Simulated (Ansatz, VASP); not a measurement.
Cu3N: VASP beside Ansatz

```
Cu N
1.0
     3.74916    0.00000    0.00000
     0.00000    3.74916    0.00000
     0.00000    0.00000    3.74916
Cu N
3 1
Direct
  0.50000 0.00000 0.00000
  0.00000 0.50000 0.00000
  0.00000 0.00000 0.50000
  0.00000 0.00000 0.00000
```

Alike in both runs: task single point; functional PBE; k mesh 10 × 10 × 10; occupations gaussian, width 0.01 eV; no spin polarisation.

|  | VASP | Ansatz |
| --- | --- | --- |
| version | VASP 6.6.1 | Ansatz 0.2.0 |
| potentials or method | VASP PAW PBE potentials, release 64 (Cu, N), cutoff 600 eV | scalar-relativistic, plane waves, PAW |
| valence electrons in the cell | 38 | 62 |

Ansatz gave:

| Quantity | Value |
| --- | --- |
| gap on the k mesh at the Fermi level (eV) | 0.02 |
| least direct gap on the mesh (eV) | 0.56 |
| pressure (GPa) | 8.4 |

Question: Which values does VASP return?

Answer: gap on the k mesh at the Fermi level (eV): 0.04; least direct gap on the mesh (eV): 0.59; pressure (GPa): 9.2.

VASP's potentials hold 38 valence electrons a cell and Ansatz's 62, so a difference there can come from the potentials and not from the codes.
